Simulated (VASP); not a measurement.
# LiCl (Fm-3m) in VASP: further runs

Runs on LiCl. Level: PBE. Tasks: vibrations by perturbation theory, elastic constants.

Everything below comes from runs of VASP 6.6.1. Logs are shortened: lines on timing, memory, paths and dates and some standing lists are left out, and cuts for length are marked.

### Step 1. The cell of the first run

It takes space group Fm-3m (No. 225, cubic). Conventional cell: a = 5.151 Å, b = 5.151 Å, c = 5.151 Å, α = 90.00°, β = 90.00°, γ = 90.00°. Li (site symmetry m-3m) has 6 Cl at 2.58 Å within 3.4 Å. Within 3.4 Å of Cl (site symmetry m-3m) lie 6 Li at 2.58 Å.

### Step 2. Vibrations by perturbation theory, PBE

Input file INCAR:

```
SYSTEM = LiCl
ALGO     = Normal         ! electronic algorithm
EDIFF    = 1E-8           ! SCF threshold, eV
ENCUT    = 520            ! plane-wave cutoff, eV
GGA      = PE             ! functional
IBRION   = 8              ! ionic algorithm
ISIF     = 2              ! what is computed and relaxed
ISMEAR   = 0              ! smearing method
LASPH    = .True.         ! aspherical terms in the spheres
LCHARG   = .False.        ! write CHGCAR
LEPSILON = .True.         ! dielectric tensor by DFPT
LREAL    = .False.        ! projectors in reciprocal space
LWAVE    = .False.        ! write WAVECAR
NELM     = 60             ! most SCF steps
NSW      = 1              ! ionic steps
PREC     = Accurate       ! precision mode
SIGMA    = 0.01           ! smearing width, eV
```

Input file KPOINTS:

```
k-points
0
Gamma
  8 8 8
  0 0 0
```

Input file POSCAR:

```
LiCl
1.0
    0.0000000000      2.5753626836      2.5753626836
    2.5753626836      0.0000000000      2.5753626836
    2.5753626836      2.5753626836      0.0000000000
Li Cl
1 1
Direct
    0.0000000000      0.0000000000      0.0000000000
    0.5000000000      0.5000000000      0.5000000000
```

Potentials or basis: VASP PAW PBE potentials, release 64 (Li_sv, Cl).

On the command line:

```console
$ cat potpaw_PBE.64/Li_sv/POTCAR potpaw_PBE.64/Cl/POTCAR > POTCAR
$ mpirun -np 1 vasp_std > vasp.out
```

OUTCAR:

```text
SYSTEM = LiCl
   EDIFF = 1E-8
   ENCUT = 520
   GGA = PE
   IBRION = 8
   ISIF = 2
   ISMEAR = 0
   LASPH = .True.
   LEPSILON = .True.
   LREAL = .False.
   NELM = 60
   NSW = 1
   PREC = Accurate

 ion  position               nearest neighbor table
   1  0.000  0.000  0.000-   2 2.58   2 2.58   2 2.58   2 2.58   2 2.58   2 2.58
   2  0.500  0.500  0.500-   1 2.58   1 2.58   1 2.58   1 2.58   1 2.58   1 2.58

  LATTYP: Found a face centered cubic cell.
 ALAT       =     5.1507253672

  Lattice vectors:

 A1 = (   0.0000000000,   2.5753626836,   2.5753626836)
 A2 = (   2.5753626836,   0.0000000000,   2.5753626836)
 A3 = (   2.5753626836,   2.5753626836,   0.0000000000)

Analysis of symmetry for initial positions (statically):
=====================================================================
 Subroutine PRICEL returns:
 Original cell was already a primitive cell.

 Routine SETGRP: Setting up the symmetry group for a
 face centered cubic supercell.

 Subroutine GETGRP returns: Found 48 space group operations
 (whereof 48 operations were pure point group operations)
 out of a pool of 48 trial point group operations.

The static configuration has the point symmetry O_h .

Analysis of symmetry for dynamics (positions and initial velocities):
=====================================================================
 Subroutine PRICEL returns:
 Original cell was already a primitive cell.

 Routine SETGRP: Setting up the symmetry group for a
 face centered cubic supercell.

 Subroutine GETGRP returns: Found 48 space group operations
 (whereof 48 operations were pure point group operations)
 out of a pool of 48 trial point group operations.

The dynamic configuration has the point symmetry O_h .

 Subroutine INISYM returns: Found 48 space group operations
 (whereof 48 operations are pure point group operations),
 and found     1 'primitive' translations

----------------------------------------------------------------------------------------

                                     Primitive cell

  volume of cell :      34.1621

  direct lattice vectors                    reciprocal lattice vectors
     0.000000000  2.575362684  2.575362684    -0.194147412  0.194147412  0.194147412
     2.575362684  0.000000000  2.575362684     0.194147412 -0.194147412  0.194147412
     2.575362684  2.575362684  0.000000000     0.194147412  0.194147412 -0.194147412

  length of vectors
     3.642112835  3.642112835  3.642112835     0.336273182  0.336273182  0.336273182

  position of ions in fractional coordinates (direct lattice)
     0.000000000  0.000000000  0.000000000
     0.500000000  0.500000000  0.500000000

  ion indices of the primitive-cell ions
   primitive index   ion index
                 1           1
                 2           2

----------------------------------------------------------------------------------------

 KPOINTS: k-points

Automatic generation of k-mesh.
 Grid dimensions read from file:
[... 439 lines left out ...]
 ------------------------------------------------------

 Free energy of the ion-electron system (eV)
  ---------------------------------------------------
  ---------------------------------------------------
  free energy    TOTEN  =        -0.20875084 eV

  energy without entropy =       -0.20875084

------------------------ aborting loop because EDIFF is reached ----------------------------------------

--------------------------------------- Ionic step        2  -------------------------------------------

------------------------ aborting loop because EDIFF is reached ----------------------------------------

--------------------------------------- Ionic step        3  -------------------------------------------

------------------------ aborting loop because EDIFF is reached ----------------------------------------

 PIEZOELECTRIC TENSOR FIELD DIRECTION 3  (e Angst)
 -----------------------------------------------------------------------------
    -0.00039  0.00000  0.00000           ( -0.00000  0.00000  0.00000)
     0.00000 -0.00039  0.00000           (  0.00000 -0.00000  0.00000)
     0.00000 -0.00000 -0.00020           (  0.00000  0.00000 -0.00000)

 PIEZOELECTRIC TENSOR FIELD DIRECTION 3  (C/m^2)
 -----------------------------------------------------------------------------
    -0.00019  0.00000  0.00000
     0.00000 -0.00019  0.00000
     0.00000 -0.00000 -0.00009

--------------------------------------- Ionic step        4  -------------------------------------------

------------------------ aborting loop because EDIFF is reached ----------------------------------------

[... ionic steps 5 to 6 ...]

--------------------------------------- Ionic step        7  -------------------------------------------

 Free energy of the ion-electron system (eV)
  ---------------------------------------------------
  ---------------------------------------------------
  free energy    TOTEN  =        -0.19010747 eV

  energy without entropy =       -0.19010747

------------------------ aborting loop because EDIFF is reached ----------------------------------------

 INTERNAL STRAIN TENSOR  FOR ION    2  DIRECTION 1   (eV/Angst):
 -----------------------------------------------------------------------------
     0.00268  0.00000  0.00000
     0.00000  0.00887 -0.00000
     0.00000 -0.00000  0.00887

 MACROSCOPIC STATIC DIELECTRIC TENSOR (including local field effects in DFT)
 ------------------------------------------------------
           2.954155    -0.000000     0.000000
           0.000000     2.954155     0.000000
          -0.000000    -0.000000     2.954155
 ------------------------------------------------------

 PIEZOELECTRIC TENSOR (including local field effects)  for field in x, y, z        (e  Angst)
          XX          YY          ZZ          XY          YZ          ZX
  --------------------------------------------------------------------------------
  x     0.00000     0.00000     0.00000     0.00000     0.00000     0.00000
  y     0.00000     0.00000     0.00000     0.00000     0.00000     0.00000
  z     0.00000     0.00000     0.00000     0.00000     0.00000     0.00000

 PIEZOELECTRIC TENSOR (including local field effects)  for field in x, y, z        (C/m^2)
          XX          YY          ZZ          XY          YZ          ZX
  --------------------------------------------------------------------------------
  x     0.00000     0.00000     0.00000     0.00000     0.00000     0.00000
  y     0.00000     0.00000     0.00000     0.00000     0.00000     0.00000
  z     0.00000     0.00000     0.00000     0.00000     0.00000     0.00000

 BORN EFFECTIVE CHARGES (including local field effects) (in |e|, cummulative output)
 ---------------------------------------------------------------------------------
 ion    1
    1     1.18940     0.00000     0.00000
    2     0.00000     1.18940     0.00000
    3     0.00000     0.00000     1.18940
 ion    2
    1    -1.18940     0.00000     0.00000
    2     0.00000    -1.18940     0.00000
    3     0.00000     0.00000    -1.18940

 INTERNAL STRAIN TENSOR FOR ION    2 for displacements in x,y,z  (eV/Angst):
          X           Y           Z          XY          YZ          ZX
  --------------------------------------------------------------------------------
  x     0.00000     0.00000     0.00000     0.00000     0.00000     0.00000
  y     0.00000     0.00000     0.00000     0.00000     0.00000     0.00000
  z     0.00000     0.00000     0.00000     0.00000     0.00000     0.00000

 SECOND DERIVATIVES (NOT SYMMETRIZED)
 ------------------------------------
               1X          1Y          1Z          2X          2Y          2Z
  1X    -0.599150    0.000000    0.000000    0.599150    0.000000    0.000000
  1Y     0.000000   -0.599150    0.000000    0.000000    0.599150    0.000000
  1Z     0.000000    0.000000   -0.599150    0.000000    0.000000    0.599150
  2X     0.609274    0.000000    0.000000   -0.609274    0.000000    0.000000
  2Y     0.000000    0.609274    0.000000    0.000000   -0.609274    0.000000
  2Z     0.000000    0.000000    0.609274    0.000000    0.000000   -0.609274

 Eigenvectors and eigenvalues of the dynamical matrix
 ----------------------------------------------------

   1 f  =    5.008936 THz    31.472075 2PiTHz  167.080132 cm-1    20.715287 meV
             X         Y         Z           dx          dy          dz
      0.000000  0.000000  0.000000     0.000000    0.912462    0.000000
      2.575363  2.575363  2.575363     0.000000   -0.409162    0.000000
[... 21 lines left out ...]
   6 f/i=    0.015667 THz     0.098437 2PiTHz    0.522588 cm-1     0.064793 meV
             X         Y         Z           dx          dy          dz
      0.000000  0.000000  0.000000     0.000000    0.000000   -0.409162
      2.575363  2.575363  2.575363     0.000000    0.000000   -0.912462

--------------------------------------------------------------------------------------------------------

 MACROSCOPIC STATIC DIELECTRIC TENSOR IONIC CONTRIBUTION
 ------------------------------------------------------
          12.401526     0.000000     0.000000
           0.000000    12.401526     0.000000
           0.000000     0.000000    12.401526
 ------------------------------------------------------

 ELASTIC MODULI CONTR FROM IONIC RELAXATION (kBar)
 Direction    XX          YY          ZZ          XY          YZ          ZX
 --------------------------------------------------------------------------------
 XX           0.0000      0.0000      0.0000      0.0000      0.0000      0.0000
 YY           0.0000      0.0000      0.0000      0.0000      0.0000      0.0000
 ZZ           0.0000      0.0000      0.0000      0.0000      0.0000      0.0000
 XY           0.0000      0.0000      0.0000      0.0000      0.0000      0.0000
 YZ           0.0000      0.0000      0.0000      0.0000      0.0000      0.0000
 ZX           0.0000      0.0000      0.0000      0.0000      0.0000      0.0000
 --------------------------------------------------------------------------------

 PIEZOELECTRIC TENSOR IONIC CONTR  for field in x, y, z        (C/m^2)
          XX          YY          ZZ          XY          YZ          ZX
  --------------------------------------------------------------------------------
  x     0.00000     0.00000     0.00000     0.00000     0.00000     0.00000
  y     0.00000     0.00000     0.00000     0.00000     0.00000     0.00000
  z     0.00000     0.00000     0.00000     0.00000     0.00000     0.00000
```

Run time: 6.7 min. Hardware: 1 thread of Oxide Virtual Turin-like, shared host; peak memory 0.17 GiB.

Results:

```yaml
Electronic_dielectric_tensor_diagonal: 2.95
Born_charges_mean_of_the_diagonal: Li +1.19; Cl -1.19 e
Highest_phonon_frequency_at_Γ_LO-TO_splitting_left_out: 167 cm⁻¹
```

Phonon frequencies in cm⁻¹ (negative: imaginary):
```csv
q point,frequencies
"(0.000, 0.000, 0.000)",-1 -1 -1 167 167 167
```

Electronic dielectric tensor:
```
2.95 0.00 0.00
0.00 2.95 0.00
0.00 0.00 2.95
```

Born effective charge tensors (e):
atom 1, Li
```
1.19 0.00 0.00
0.00 1.19 0.00
0.00 0.00 1.19
```
atom 2, Cl
```
-1.19  0.00  0.00
 0.00 -1.19  0.00
 0.00  0.00 -1.19
```

Caveat: the cutoff is under 1.25 times the usual one of these potentials, so pressure, stress and relaxed cells hold a basis-set (Pulay) error.

### Step 3. Elastic constants, PBE

Input file INCAR:

```
PREC     = Accurate       # precision mode
ENCUT    = 600            # plane-wave cutoff, eV
EDIFF    = 1E-8           # SCF threshold, eV
ISMEAR   = 0              # smearing method
SIGMA    = 0.01           # smearing width, eV
LREAL    = F              # projectors in reciprocal space
LASPH    = T              # aspherical terms in the spheres
NELM     = 100            # most SCF steps
ALGO     = Normal         # electronic algorithm
ISIF     = 3              # what is computed and relaxed
LWAVE    = F              # write WAVECAR
LCHARG   = F              # write CHGCAR
GGA      = PE             # functional
NBANDS   = 12             # bands
IBRION   = 6              # ionic algorithm
NFREE    = 2            
POTIM    = 0.015          # step
NSW      = 1              # ionic steps
```

Input file KPOINTS:

```
regular mesh
0
Gamma
  8 8 8
```

POSCAR is that of step 2.

Potentials or basis: VASP PAW PBE potentials, release 64 (Li_sv, Cl).

On the command line:

```console
$ cat potpaw_PBE.64/Li_sv/POTCAR potpaw_PBE.64/Cl/POTCAR > POTCAR
$ mpirun -np 1 vasp_std > vasp.out
```

Wall time 10 min (1 thread of Oxide Virtual Turin-like, shared host); peak memory 0.23 GiB.

Results (log left out):

```
Elastic constants C11, C12, C44                         : 52, 22, 25 GPa
Voigt bulk modulus                                      : 32 GPa
Highest phonon frequency at Γ, LO-TO splitting left out : 168 cm⁻¹
```

Phonon frequencies in cm⁻¹ (negative: imaginary):
| q point | frequencies |
| --- | --- |
| (0.000, 0.000, 0.000) | -1 -1 -1 168 168 168 |

Elastic tensor in Voigt notation (GPa, in the Cartesian axes of the cell as first typed):
```
52 22 22  0  0  0
22 52 22  0  0  0
22 22 52  0  0  0
 0  0  0 25  0  0
 0  0  0  0 25  0
 0  0  0  0  0 25
```

Clamped-ion elastic tensor (GPa):
```
52 22 22  0  0  0
22 52 22  0  0  0
22 22 52  0  0  0
 0  0  0 25  0  0
 0  0  0  0 25  0
 0  0  0  0  0 25
```

Caveat: the cutoff is under 1.25 times the usual one of these potentials, so pressure, stress and relaxed cells hold a basis-set (Pulay) error.
